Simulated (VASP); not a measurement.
# Ba (Fd-3m) in VASP: a series of runs, part 2 of 3

VASP 6.6.1. Earlier steps stand in the parts before.

## (3) Single point, r2SCAN (47.99 Å³/atom)

This run uses another cell than the first one, of 47.99 Å³/atom.

File POSCAR:

```
Ba
1.0
    0.0000000000      3.6338696180      3.6338696180
    3.6338696180      0.0000000000      3.6338696180
    3.6338696180      3.6338696180      0.0000000000
Ba
2
Direct
    0.1250000000      0.1250000000      0.1250000000
    0.8750000000      0.8750000000      0.8750000000
```

File INCAR.step1:

```
SYSTEM = Ba
PREC     = Accurate       ! precision mode
ENCUT    = 520            ! plane-wave cutoff, eV
ISMEAR   = -1             ! smearing method
SIGMA    = 0.1            ! smearing width, eV
LREAL    = .FALSE.        ! projectors in reciprocal space
LASPH    = .TRUE.         ! aspherical terms in the spheres
NELM     = 80             ! most SCF steps
NBANDS   = 17             ! bands
GGA      = PE             ! functional
ALGO     = Normal         ! electronic algorithm
EDIFF    = 1E-4           ! SCF threshold, eV
LWAVE    = .TRUE.         ! write WAVECAR
LCHARG   = .FALSE.        ! write CHGCAR
```

File INCAR.step2:

```
SYSTEM = Ba
PREC     = Accurate       ! precision mode
ENCUT    = 520            ! plane-wave cutoff, eV
EDIFF    = 1E-6           ! SCF threshold, eV
ISMEAR   = -1             ! smearing method
SIGMA    = 0.1            ! smearing width, eV
LREAL    = .FALSE.        ! projectors in reciprocal space
LASPH    = .TRUE.         ! aspherical terms in the spheres
NELM     = 80             ! most SCF steps
ALGO     = Normal         ! electronic algorithm
ISIF     = 2              ! what is computed and relaxed
LWAVE    = .FALSE.        ! write WAVECAR
LCHARG   = .FALSE.        ! write CHGCAR
METAGGA  = R2SCAN         ! meta-GGA
LMIXTAU  = .TRUE.       
NBANDS   = 17             ! bands
ISTART   = 1
```

File KPOINTS:

```
Automatic mesh
0
G
  8 8 8
  0 0 0
```

Potentials or basis: VASP PAW PBE potentials, release 64 (Ba_sv).

The run is started by

```sh
$ cat potpaw_PBE.64/Ba_sv/POTCAR > POTCAR
$ cp INCAR.step1 INCAR
$ mpirun -np 1 vasp_std > vasp.out
$ cp INCAR.step2 INCAR
$ mpirun -np 1 vasp_std > vasp.out
```

OUTCAR:

```text
SYSTEM = Ba
   PREC = Accurate
   ENCUT = 520
   EDIFF = 1E-6
   ISMEAR = -1
   LREAL = .FALSE.
   LASPH = .TRUE.
   NELM = 80
   ISIF = 2
   METAGGA = R2SCAN
   ISTART = 1

 ion  position               nearest neighbor table
   1  0.125  0.125  0.125-   2 3.15   2 3.15   2 3.15   2 3.15
   2  0.875  0.875  0.875-   1 3.15   1 3.15   1 3.15   1 3.15

  LATTYP: Found a face centered cubic cell.
 ALAT       =     7.2677392360

  Lattice vectors:

 A1 = (   0.0000000000,   3.6338696180,   3.6338696180)
 A2 = (   3.6338696180,   0.0000000000,   3.6338696180)
 A3 = (   3.6338696180,   3.6338696180,   0.0000000000)

Analysis of symmetry for initial positions (statically):
=====================================================================
 Subroutine PRICEL returns:
 Original cell was already a primitive cell.

 Routine SETGRP: Setting up the symmetry group for a
 face centered cubic supercell.

 Subroutine GETGRP returns: Found 48 space group operations
 (whereof 12 operations were pure point group operations)
 out of a pool of 48 trial point group operations.

The static configuration has the point symmetry D_3d.
 The point group associated with its full space group is O_h .

Analysis of symmetry for dynamics (positions and initial velocities):
=====================================================================
 Subroutine PRICEL returns:
 Original cell was already a primitive cell.

 Routine SETGRP: Setting up the symmetry group for a
 face centered cubic supercell.

 Subroutine GETGRP returns: Found 48 space group operations
 (whereof 12 operations were pure point group operations)
 out of a pool of 48 trial point group operations.

The dynamic configuration has the point symmetry D_3d.
 The point group associated with its full space group is O_h .

 Subroutine INISYM returns: Found 48 space group operations
 (whereof 12 operations are pure point group operations),
 and found     1 'primitive' translations

----------------------------------------------------------------------------------------

                                     Primitive cell

  volume of cell :      95.9706

  direct lattice vectors                    reciprocal lattice vectors
     0.000000000  3.633869618  3.633869618    -0.137594370  0.137594370  0.137594370
     3.633869618  0.000000000  3.633869618     0.137594370 -0.137594370  0.137594370
     3.633869618  3.633869618  0.000000000     0.137594370  0.137594370 -0.137594370

  length of vectors
     5.139067698  5.139067698  5.139067698     0.238320439  0.238320439  0.238320439

  position of ions in fractional coordinates (direct lattice)
     0.125000000  0.125000000  0.125000000
     0.875000000  0.875000000  0.875000000

  ion indices of the primitive-cell ions
   primitive index   ion index
                 1           1
                 2           2

----------------------------------------------------------------------------------------

 KPOINTS: Automatic mesh

Automatic generation of k-mesh.
 Grid dimensions read from file:
 generate k-points for:    8    8    8

 Generating k-lattice:

  Cartesian coordinates                     Fractional coordinates (reciprocal lattice)
    -0.017199296  0.017199296  0.017199296     0.125000000  0.000000000  0.000000000
     0.017199296 -0.017199296  0.017199296     0.000000000  0.125000000  0.000000000
     0.017199296  0.017199296 -0.017199296     0.000000000  0.000000000  0.125000000

  Length of vectors
     0.029790055  0.029790055  0.029790055

  Shift w.r.t. Gamma in fractional coordinates (k-lattice)
     0.000000000  0.000000000  0.000000000

 Subroutine IBZKPT returns following result:
 ===========================================

 Found     29 irreducible k-points:

 Following reciprocal coordinates:
            Coordinates               Weight
  0.000000  0.000000  0.000000      1.000000
  0.125000  0.000000  0.000000      8.000000
  0.250000  0.000000  0.000000      8.000000
  0.375000  0.000000  0.000000      8.000000
  0.500000  0.000000  0.000000      4.000000
  0.125000  0.125000  0.000000      6.000000
[... 16 lines left out ...]
  0.500000  0.250000  0.125000     48.000000
 -0.375000  0.250000  0.125000     24.000000
 [... further k-points ...]
   k-points           NKPTS =     29   k-points in BZ     NKDIM =     29   number of bands    NBANDS=     17
   number of dos      NEDOS =    301   number of ions     NIONS =      2
   total plane-waves  NPLWV =  64000
   dimension x,y,z NGX =    40 NGY =   40 NGZ =   40
   dimension x,y,z NGXF=    80 NGYF=   80 NGZF=   80
   ions per type =               2
   NGX,Y,Z   is equivalent  to a cutoff of  12.94, 12.94, 12.94 a.u.
   NGXF,Y,Z  is equivalent  to a cutoff of  25.88, 25.88, 25.88 a.u.
 SYSTEM =  Ba
   PREC   = accura    normal or accurate (medium, high low for compatibility)
   ISTART =      1    job   : 0-new  1-cont  2-samecut
   ICHARG =      0    charge: 1-file 2-atom 10-const
   ISPIN  =      1    spin polarized calculation?
   LNONCOLLINEAR =      F non collinear calculations
   LSORBIT =      F    spin-orbit coupling
   LASPH  =      T    aspherical Exc in radial PAW
   ENCUT  =  520.0 eV  38.22 Ry    6.18 a.u.   9.56  9.56  9.56*2*pi/ulx,y,z
   NELM   =     80;   NELMIN=  2; NELMDL=  0     # of ELM steps
   EDIFF  = 0.1E-05   stopping-criterion for ELM
   LREAL  =      F    real-space projection
   EDIFFG = 0.1E-04   stopping-criterion for IOM
   NSW    =      0    number of steps for IOM
   IBRION =     -1    ionic relax: 0-MD 1-quasi-New 2-CG
   NFREE  =      0    steps in history (QN), initial steepest desc. (CG)
   ISIF   =      2    stress and relaxation
   ISYM   =      2    0-nonsym 1-usesym 2-fastsym
   POTIM  = 0.5000    time-step for ionic-motion
   TEBEG  =    0.0;   TEEND  =   0.0 temperature during run
   PSTRESS=    0.0 pullay stress
   NELECT =      20.0000    total number of electrons
   NUPDOWN=      -1.0000    fix difference up-down
   EMIN   =  10.00;   EMAX   =-10.00  energy-range for DOS
   EFERMI =   0.00;   METHOD = LEGACY
   ISMEAR =    -1;   SIGMA  =   0.10  broadening in eV -4-tet -1-fermi 0-gaus
   EFERMI_NEDOS =   21; number of points for ismear=-14 and -15
   IALGO  =     38    algorithm
   IMIX   =      4    mixing-type and parameters
     AMIX     =   0.40;   BMIX     =  1.00
     AMIX_MAG =   1.60;   BMIX_MAG =  1.00
  volume/ion in A,a.u.               =      47.99       323.82
  Fermi-wavevector in a.u.,A,eV,Ry     =   0.970597  1.834162 12.817477  0.942058
  Thomas-Fermi vector in A             =   2.100745
   LORBIT       =      0    0 simple, 1 ext, 2 COOP (PROOUT), +10 PAW based schemes
   METAGGA = R2SCAN    functional components
   LHFCALC =     F    Hartree Fock is set to
   AEXX    =    0.0000 exact exchange contribution
   IVDW    =     0    specifies the selected vdW correction
   LEPSILON=     F    determine dielectric tensor
   LRPA    =     F    only Hartree local field effects (RPA)
 non-spin polarized calculation
  energy-cutoff  :      520.00
  volume of cell :       95.97
 maximum number of plane-waves:      2637
 NGX is ok and might be reduce to    40
   NGX = 19   NGY = 19   NGZ = 19

 number of electron      19.9999999 magnetization

 Free energy of the ion-electron system (eV)
  ---------------------------------------------------
  ext. energy  EPLUGINS =         0.00000000
  ---------------------------------------------------
  free energy    TOTEN  =       -50.93813618 eV

  energy without entropy =      -50.87970491  energy(sigma->0) =      -50.90892055

 E-fermi :   2.4020     XC(G=0):  -8.6929

 val. band max:        2.3786293060   @ k =   0.2500   0.0000   0.0000
 cond. band min:       2.4083126406   @ k =  -0.2500   0.2500   0.0000
 fundamental gap:      0.0296833347
 Fermi energy:         2.4020336859

 k-point     1 :       0.0000    0.0000    0.0000
  band No.  band energies     occupation
      1     -28.1509      2.00000
      2     -26.9481      2.00000
      3     -13.3404      2.00000
      4     -13.3404      2.00000
      5     -13.3404      2.00000
      6     -11.6883      2.00000
[... 9 lines left out ...]
     16       6.2914      0.00000
     17       6.2914      0.00000
[... 441 lines left out ...]
 k-point    24 :      -0.3750    0.2500    0.1250
  band No.  band energies     occupation
      1     -27.7888      2.00000
      2     -27.3666      2.00000
      3     -13.7905      2.00000
      4     -13.6474      2.00000
      5     -12.9811      2.00000
      6     -11.9341      2.00000
[... 9 lines left out ...]
     16       6.1959      0.00000
     17       6.7555      0.00000

 [... further k-points ...]

------------------------ aborting loop because EDIFF is reached ----------------------------------------

  FORCE on cell =-STRESS in cart. coord.  units (eV):
  Direction    XX          YY          ZZ          XY          YZ          ZX
  --------------------------------------------------------------------------------------
  -------------------------------------------------------------------------------------
  Total        1.9646876      1.9646876      1.9646876      0.0000000      0.0000000     -0.0000000
  in kB       32.7994135     32.7994135     32.7994135      0.0000000      0.0000000     -0.0000000
  external PRESSURE =      32.7994135 kB  Pullay stress =       0.0000000 kB

 VOLUME and BASIS-vectors are now :
 -----------------------------------------------------------------------------
  energy-cutoff  :      520.00
  volume of cell :       95.97
      direct lattice vectors                 reciprocal lattice vectors
     0.000000000  3.633869618  3.633869618    -0.137594370  0.137594370  0.137594370
     3.633869618  0.000000000  3.633869618     0.137594370 -0.137594370  0.137594370
     3.633869618  3.633869618  0.000000000     0.137594370  0.137594370 -0.137594370

 POSITION                                       TOTAL-FORCE (eV/Angst)
 -----------------------------------------------------------------------------------
      0.90847      0.90847      0.90847        -0.000000     -0.000000     -0.000000
      6.35927      6.35927      6.35927         0.000000      0.000000      0.000000
 -----------------------------------------------------------------------------------
    total drift:                                0.000000      0.000000     -0.000000

  FREE ENERGIE OF THE ION-ELECTRON SYSTEM (eV)
  ---------------------------------------------------
  free  energy   TOTEN  =       -50.9381361849 eV

  energy  without entropy=      -50.8797049085  energy(sigma->0) =      -50.90892055
```

It took 3.6 min on 1 thread of Intel Xeon Platinum 8259CL at 2.50GHz (Skylake/Cascade Lake), shared host; peak memory 0.27 GiB.

Results:

```yaml
Free_energy: -50.9381 eV
Pressure: 3.3 GPa
Band_gap_on_the_k_mesh: zero (bands 10 and 11 overlap by 0.25 eV)
```

Caveat: the cell stands under pressure; the PAW data sets were made with another functional, which shifts forces and pressure a little; spin-orbit coupling is left out, which moves the levels of the heavy elements.

(Continued in part 3 of 3.)
